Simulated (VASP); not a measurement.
Al4B3Sb: single point with PBE

Al4B3Sb:

```
Al B Sb
1.0
     3.54031   -0.00978    0.30509
    -1.77729    3.06689   -0.30274
     0.88573   -0.49584   10.28307
Al B Sb
4 3 1
Cartesian
  0.2758 2.1382 7.9842
  0.6437 1.9291 3.9757
  2.5457 0.8336 2.2954
  2.2368 1.0032 6.3110
  0.6445 -0.1183 5.1530
  2.4502 2.9256 3.3365
  0.3786 0.0398 6.9462
  0.0996 -1.8111 10.2789
```

* Program: VASP 6.6.1
* Task: single point
* Functional: PBE
* Potentials or basis: VASP PAW PBE potentials, release 64 (Al, B, Sb)
* Cutoff: 520 eV
* k mesh: 6 × 6 × 2
* Occupations: gaussian, width 0.2 eV
* Spin: no spin polarisation

```
Pressure               : 0.0 GPa
Largest force          : 0.021 eV/Å
Band gap on the k mesh : zero (bands 13 and 14 overlap by 3.33 eV)
```

Forces in eV/Å, atoms in the order of the input:
```
Al  -0.002  0.016 -0.009
Al  -0.014  0.005  0.001
Al  -0.003 -0.007  0.012
Al   0.016 -0.004  0.013
B    0.016 -0.006 -0.003
B    0.002  0.000 -0.009
B   -0.011  0.010 -0.013
Sb  -0.004 -0.014  0.008
```

Stress tensor (GPa, compression positive):
```
 0.06 -0.01  0.10
-0.01 -0.13 -0.10
 0.10 -0.10 -0.05
```

Levels at points of the mesh, in eV from the Fermi level:
```csv
k point,band 10,band 11,band 12,band 13,band 14,band 15,band 16,band 17
"(0.00, 0.00, 0.00)",-0.57,0.01,1.66,2.15,2.19,2.38,2.45,2.95
"(0.50, 0.00, 0.00)",-3.67,-2.49,-2.36,-0.57,0.13,0.26,0.66,1.40
"(0.00, 0.50, 0.00)",-3.68,-2.47,-2.39,-0.53,0.16,0.29,0.66,1.42
"(0.50, 0.50, 0.00)",-3.08,-2.30,-1.16,-0.88,-0.31,-0.05,1.40,1.52
"(0.00, 0.00, 0.50)",-0.57,0.89,2.01,2.11,2.46,2.47,2.49,3.20
"(0.50, 0.00, 0.50)",-3.05,-2.41,-1.14,-0.95,-0.52,-0.13,1.30,1.38
"(0.00, 0.50, 0.50)",-3.04,-2.40,-1.17,-0.91,-0.50,-0.10,1.34,1.38
"(0.50, 0.50, 0.50)",-3.68,-2.39,-2.37,-0.23,0.26,0.31,0.61,1.52
```

Wall time 2.8 min on 1 thread of Intel Xeon 8259CL, on a shared host, peak memory 0.3 GiB.

Caveat: spin-orbit coupling is left out, which moves the levels of the heavy elements.
